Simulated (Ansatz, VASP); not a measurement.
Two plane-wave programs on ZnS

```
CELL_PARAMETERS angstrom
3.87969 0.00000 0.00000
-1.93985 3.35991 0.00000
0.00000 0.00000 6.37002
ATOMIC_POSITIONS crystal
Zn 0.33333 0.66667 0.02960
Zn 0.66667 0.33333 0.52960
S 0.33333 0.66667 0.37956
S 0.66667 0.33333 0.87956
```

Alike in both runs: task single point; functional PBEsol; k mesh 9 × 9 × 6; occupations gaussian, width 0.05 eV; no spin polarisation.

|  | VASP | Ansatz |
| --- | --- | --- |
| version | VASP 6.6.1 | Ansatz 0.2.0 |
| potentials or method | VASP PAW PBE potentials, release 64 (Zn, S), cutoff 520 eV | scalar-relativistic, plane waves, PAW |
| valence electrons in the cell | 36 | 36 |

VASP gave:

- gap on the k mesh at the Fermi level (eV): 1.74
- least direct gap on the mesh (eV): 1.74
- pressure (GPa): -4.2
- traceless stress, the component that is largest in VASP (GPa): 3.60
- rms of the force components (eV/Å): 0.588

Task: What did Ansatz give for the same quantities?

Result: gap on the k mesh at the Fermi level (eV): 1.73; least direct gap on the mesh (eV): 1.73; pressure (GPa): -4.4; traceless stress, the component that is largest in VASP (GPa): 3.55; rms of the force components (eV/Å): 0.587.

VASP's potentials were made for PBE, not for PBEsol. Atom by atom the forces differ by 0.001 eV/Å (rms over components).
